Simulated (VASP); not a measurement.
# Mg2Si (Fm-3m) in VASP: further runs

The runs below take Mg2Si through single point, with r2SCAN.

Everything below comes from runs of VASP 6.6.1. Logs are shortened: lines on timing, memory, paths and dates and some standing lists are left out, and cuts for length are marked.

**1. The cell of the first run**

The structure is cubic, space group Fm-3m (No. 225). The conventional cell has a = 6.209 Å, b = 6.209 Å, c = 6.209 Å, α = 90.00°, β = 90.00°, γ = 90.00°. Si (site symmetry m-3m) has 8 Mg at 2.69 Å within 3.5 Å. Mg (site symmetry -43m) has 4 Si at 2.69 Å and 6 Mg at 3.10 Å within 3.5 Å.

**2. Single point, r2SCAN (19.94 Å³/atom)**

POSCAR

```
Mg2Si
1.0
    0.0000000000      3.1042723164      3.1042723164
    3.1042723164      0.0000000000      3.1042723164
    3.1042723164      3.1042723164      0.0000000000
Si Mg
1 2
Direct
    0.0000000000      0.0000000000      0.0000000000
    0.2500000000      0.2500000000      0.2500000000
    0.7500000000      0.7500000000      0.7500000000
```

INCAR.step1

```
SYSTEM = Mg2Si
PREC = Accurate ; ENCUT = 660
ISMEAR = 0 ; SIGMA = 0.01
LREAL = .FALSE. ; LASPH = .TRUE.
NELM = 120 ; NBANDS = 11
GGA = PE ; ALGO = Normal
EDIFF = 1E-5 ; LWAVE = .TRUE.
LCHARG = .FALSE. ; GGA_COMPAT = .FALSE.
```

INCAR.step2

```
SYSTEM = Mg2Si
PREC = Accurate ; ENCUT = 660
EDIFF = 1E-6 ; ISMEAR = 0
SIGMA = 0.01 ; LREAL = .FALSE.
LASPH = .TRUE. ; NELM = 120
ALGO = Normal ; ISIF = 2
LWAVE = .FALSE. ; LCHARG = .FALSE.
METAGGA = R2SCAN ; LMIXTAU = .TRUE.
NBANDS = 11 ; ISTART = 1
GGA_COMPAT = .FALSE.
```

KPOINTS

```
Automatic mesh
0
G
  6 6 6
  0 0 0
```

Potentials or basis: VASP PAW PBE potentials, release 64 (Si, Mg).

Started as:

```bash
$ cat potpaw_PBE.64/Si/POTCAR potpaw_PBE.64/Mg/POTCAR > POTCAR
$ cp INCAR.step1 INCAR
$ mpirun -np 1 vasp_std > vasp.out
$ cp INCAR.step2 INCAR
$ mpirun -np 1 vasp_std > vasp.out
```

OUTCAR:

```text
SYSTEM = Mg2Si
   PREC = Accurate
   ENCUT = 660
   EDIFF = 1E-6
   ISMEAR = 0
   LREAL = .FALSE.
   LASPH = .TRUE.
   NELM = 120
   ISIF = 2
   METAGGA = R2SCAN
   ISTART = 1

 ion  position               nearest neighbor table
   1  0.000  0.000  0.000-   3 2.69   2 2.69   3 2.69   2 2.69   3 2.69   3 2.69   2 2.69   2 2.69

   2  0.250  0.250  0.250-   1 2.69   1 2.69   1 2.69   1 2.69   3 3.10   3 3.10   3 3.10   3 3.10
                             3 3.10   3 3.10
   3  0.750  0.750  0.750-   1 2.69   1 2.69   1 2.69   1 2.69   2 3.10   2 3.10   2 3.10   2 3.10
                             2 3.10   2 3.10

  LATTYP: Found a face centered cubic cell.
 ALAT       =     6.2085446328

  Lattice vectors:

 A1 = (   0.0000000000,   3.1042723164,   3.1042723164)
 A2 = (   3.1042723164,   0.0000000000,   3.1042723164)
 A3 = (   3.1042723164,   3.1042723164,   0.0000000000)

Analysis of symmetry for initial positions (statically):
=====================================================================
 Subroutine PRICEL returns:
 Original cell was already a primitive cell.

 Routine SETGRP: Setting up the symmetry group for a
 face centered cubic supercell.

 Subroutine GETGRP returns: Found 48 space group operations
 (whereof 48 operations were pure point group operations)
 out of a pool of 48 trial point group operations.

The static configuration has the point symmetry O_h .

Analysis of symmetry for dynamics (positions and initial velocities):
=====================================================================
 Subroutine PRICEL returns:
 Original cell was already a primitive cell.

 Routine SETGRP: Setting up the symmetry group for a
 face centered cubic supercell.

 Subroutine GETGRP returns: Found 48 space group operations
 (whereof 48 operations were pure point group operations)
 out of a pool of 48 trial point group operations.

The dynamic configuration has the point symmetry O_h .

 Subroutine INISYM returns: Found 48 space group operations
 (whereof 48 operations are pure point group operations),
 and found     1 'primitive' translations

----------------------------------------------------------------------------------------

                                     Primitive cell

  volume of cell :      59.8287

  direct lattice vectors                    reciprocal lattice vectors
     0.000000000  3.104272316  3.104272316    -0.161068344  0.161068344  0.161068344
     3.104272316  0.000000000  3.104272316     0.161068344 -0.161068344  0.161068344
     3.104272316  3.104272316  0.000000000     0.161068344  0.161068344 -0.161068344

  length of vectors
     4.390104011  4.390104011  4.390104011     0.278978555  0.278978555  0.278978555

  position of ions in fractional coordinates (direct lattice)
     0.000000000  0.000000000  0.000000000
     0.250000000  0.250000000  0.250000000
     0.750000000  0.750000000  0.750000000

  ion indices of the primitive-cell ions
   primitive index   ion index
                 1           1
                 2           2
                 3           3

----------------------------------------------------------------------------------------

 KPOINTS: Automatic mesh

Automatic generation of k-mesh.
 Grid dimensions read from file:
 generate k-points for:    6    6    6

 Generating k-lattice:

  Cartesian coordinates                     Fractional coordinates (reciprocal lattice)
    -0.026844724  0.026844724  0.026844724     0.166666667  0.000000000  0.000000000
     0.026844724 -0.026844724  0.026844724     0.000000000  0.166666667  0.000000000
     0.026844724  0.026844724 -0.026844724     0.000000000  0.000000000  0.166666667

  Length of vectors
     0.046496426  0.046496426  0.046496426

  Shift w.r.t. Gamma in fractional coordinates (k-lattice)
     0.000000000  0.000000000  0.000000000

 Subroutine IBZKPT returns following result:
 ===========================================

 Found     16 irreducible k-points:

 Following reciprocal coordinates:
            Coordinates               Weight
  0.000000  0.000000  0.000000      1.000000
  0.166667  0.000000  0.000000      8.000000
  0.333333  0.000000  0.000000      8.000000
  0.500000  0.000000  0.000000      4.000000
  0.166667  0.166667  0.000000      6.000000
  0.333333  0.166667  0.000000     24.000000
[... 8 lines left out ...]
 -0.333333  0.333333  0.166667     24.000000
 -0.333333  0.500000  0.166667     12.000000
   k-points           NKPTS =     16   k-points in BZ     NKDIM =     16   number of bands    NBANDS=     11
   number of dos      NEDOS =    301   number of ions     NIONS =      3
   total plane-waves  NPLWV =  64000
   dimension x,y,z NGX =    40 NGY =   40 NGZ =   40
   dimension x,y,z NGXF=    80 NGYF=   80 NGZF=   80
   ions per type =               1   2
   NGX,Y,Z   is equivalent  to a cutoff of  15.15, 15.15, 15.15 a.u.
   NGXF,Y,Z  is equivalent  to a cutoff of  30.29, 30.29, 30.29 a.u.
 SYSTEM =  Mg2Si
   PREC   = accura    normal or accurate (medium, high low for compatibility)
   ISTART =      1    job   : 0-new  1-cont  2-samecut
   ICHARG =      0    charge: 1-file 2-atom 10-const
   ISPIN  =      1    spin polarized calculation?
   LNONCOLLINEAR =      F non collinear calculations
   LSORBIT =      F    spin-orbit coupling
   LASPH  =      T    aspherical Exc in radial PAW
   ENCUT  =  660.0 eV  48.51 Ry    6.96 a.u.   9.20  9.20  9.20*2*pi/ulx,y,z
   NELM   =    120;   NELMIN=  2; NELMDL=  0     # of ELM steps
   EDIFF  = 0.1E-05   stopping-criterion for ELM
   LREAL  =      F    real-space projection
[... 7 lines left out ...]
   TEBEG  =    0.0;   TEEND  =   0.0 temperature during run
   PSTRESS=    0.0 pullay stress
   NELECT =       8.0000    total number of electrons
   NUPDOWN=      -1.0000    fix difference up-down
   EMIN   =  10.00;   EMAX   =-10.00  energy-range for DOS
   EFERMI =   0.00;   METHOD = LEGACY
   ISMEAR =     0;   SIGMA  =   0.01  broadening in eV -4-tet -1-fermi 0-gaus
   EFERMI_NEDOS =   21; number of points for ismear=-14 and -15
   IALGO  =     38    algorithm
   IMIX   =      4    mixing-type and parameters
     AMIX     =   0.40;   BMIX     =  1.00
     AMIX_MAG =   1.60;   BMIX_MAG =  1.00
  volume/ion in A,a.u.               =      19.94       134.58
  Fermi-wavevector in a.u.,A,eV,Ry     =   0.837147  1.581978  9.535166  0.700815
  Thomas-Fermi vector in A             =   1.950989
   LORBIT       =      0    0 simple, 1 ext, 2 COOP (PROOUT), +10 PAW based schemes
   METAGGA = R2SCAN    functional components
   LHFCALC =     F    Hartree Fock is set to
   AEXX    =    0.0000 exact exchange contribution
   IVDW    =     0    specifies the selected vdW correction
   LEPSILON=     F    determine dielectric tensor
   LRPA    =     F    only Hartree local field effects (RPA)
 non-spin polarized calculation
 Gauss-broadening in eV      SIGMA  =   0.01
  energy-cutoff  :      660.00
  volume of cell :       59.83
 maximum number of plane-waves:      2332
 NGX is ok and might be reduce to    40
   NGX = 19   NGY = 19   NGZ = 19

 number of electron       8.0000000 magnetization

 Free energy of the ion-electron system (eV)
  ---------------------------------------------------
  ext. energy  EPLUGINS =         0.00000000
  ---------------------------------------------------
  free energy    TOTEN  =       -17.63040957 eV

  energy without entropy =      -17.63040957  energy(sigma->0) =      -17.63040957

 E-fermi :   4.0114     XC(G=0):  -9.4272

 val. band max:        3.9564749278   @ k =   0.0000   0.0000   0.0000
 cond. band min:       4.3269987852   @ k =   0.5000   0.5000   0.0000
 fundamental gap:      0.3705238574
 Fermi energy:         4.0113698990

 k-point     1 :       0.0000    0.0000    0.0000
  band No.  band energies     occupation
      1      -5.8689      2.00000
      2       3.9565      2.00000
      3       3.9565      2.00000
      4       3.9565      2.00000
      5       6.8569      0.00000
      6       6.8913      0.00000
      7       6.8913      0.00000
      8       6.8913      0.00000
      9       9.9853      0.00000
     10       9.9853      0.00000
     11      12.1977      0.00000

 k-point     2 :       0.1667    0.0000    0.0000
  band No.  band energies     occupation
      1      -5.5925      2.00000
      2       2.2091      2.00000
      3       3.6908      2.00000
      4       3.6908      2.00000
      5       6.5648      0.00000
      6       7.3285      0.00000
      7       7.3285      0.00000
      8       8.6326      0.00000
      9       9.2851      0.00000
     10       9.2851      0.00000
     11      11.5984      0.00000

 k-point     3 :       0.3333    0.0000    0.0000
  band No.  band energies     occupation
      1      -4.8511      2.00000
      2      -0.0330      2.00000
      3       3.3297      2.00000
      4       3.3297      2.00000
      5       6.1214      0.00000
      6       7.1115      0.00000
      7       7.1115      0.00000
      8       9.9690      0.00000
      9      10.3402      0.00000
     10      10.3402      0.00000
     11      11.9423      0.00000

 k-point     4 :       0.5000    0.0000    0.0000
  band No.  band energies     occupation
      1      -4.2551      2.00000
      2      -1.1623      2.00000
      3       3.1951      2.00000
      4       3.1951      2.00000
      5       5.9534      0.00000
      6       6.8140      0.00000
      7       6.8140      0.00000
      8       9.7586      0.00000
      9      12.6568      0.00000
     10      12.6568      0.00000
     11      13.2426      0.00000
[... 127 lines left out ...]
 k-point    14 :       0.5000    0.3333    0.1667
  band No.  band energies     occupation
      1      -4.2541      2.00000
      2       0.1189      2.00000
      3       1.1529      2.00000
      4       2.2501      2.00000
      5       6.5116      0.00000
      6       6.9161      0.00000
      7       7.8207      0.00000
      8      10.4536      0.00000
      9      10.9679      0.00000
     10      12.7472      0.00000
     11      14.6300      0.00000

 k-point    15 :      -0.3333    0.3333    0.1667
  band No.  band energies     occupation
      1      -3.7779      2.00000
      2      -0.4285      2.00000
      3       0.7217      2.00000
      4       1.8375      2.00000
      5       6.5773      0.00000
      6       7.2846      0.00000
      7       8.9884      0.00000
      8       9.6097      0.00000
      9      10.7245      0.00000
     10      13.1431      0.00000
     11      14.0277      0.00000

 k-point    16 :      -0.3333    0.5000    0.1667
  band No.  band energies     occupation
      1      -3.5774      2.00000
      2      -0.3589      2.00000
      3       0.7755      2.00000
      4       1.2122      2.00000
      5       5.9843      0.00000
      6       6.5916      0.00000
      7       9.6955      0.00000
      8       9.8672      0.00000
      9      13.2984      0.00000
     10      13.3143      0.00000
     11      13.9213      0.00000

------------------------ aborting loop because EDIFF is reached ----------------------------------------

  FORCE on cell =-STRESS in cart. coord.  units (eV):
  Direction    XX          YY          ZZ          XY          YZ          ZX
  --------------------------------------------------------------------------------------
  -------------------------------------------------------------------------------------
  Total        1.4098752      1.4098752      1.4098752     -0.0000000     -0.0000000      0.0000000
  in kB       37.7556380     37.7556380     37.7556380     -0.0000000     -0.0000000      0.0000000
  external PRESSURE =      37.7556380 kB  Pullay stress =       0.0000000 kB

 VOLUME and BASIS-vectors are now :
 -----------------------------------------------------------------------------
  energy-cutoff  :      660.00
  volume of cell :       59.83
      direct lattice vectors                 reciprocal lattice vectors
     0.000000000  3.104272316  3.104272316    -0.161068344  0.161068344  0.161068344
     3.104272316  0.000000000  3.104272316     0.161068344 -0.161068344  0.161068344
     3.104272316  3.104272316  0.000000000     0.161068344  0.161068344 -0.161068344

 POSITION                                       TOTAL-FORCE (eV/Angst)
 -----------------------------------------------------------------------------------
      0.00000      0.00000      0.00000         0.000000      0.000000     -0.000000
      1.55214      1.55214      1.55214        -0.000000     -0.000000     -0.000000
      4.65641      4.65641      4.65641         0.000000      0.000000      0.000000
 -----------------------------------------------------------------------------------
    total drift:                               -0.000000      0.000000     -0.000000

  FREE ENERGIE OF THE ION-ELECTRON SYSTEM (eV)
  ---------------------------------------------------
  free  energy   TOTEN  =       -17.6304095729 eV

  energy  without entropy=      -17.6304095729  energy(sigma->0) =      -17.63040957
```

It took 2.6 min on 1 thread of Intel Xeon 8259CL, shared host; peak memory 0.26 GiB.

What came out:

| Property | Result |
| --- | --- |
| Free energy | -17.6304 eV |
| Pressure | 3.8 GPa |
| Band gap on the k mesh | 0.37 eV (least direct gap 2.50 eV) |

Caveat: the cell stands under pressure; the structure was generated, so it needn't be the stable form of Mg2Si; semilocal functionals underestimate gaps, and a narrow one can read as zero; the PAW data sets were made with another functional, which shifts forces and pressure a little.

(Part 1 of 2 ends here.)
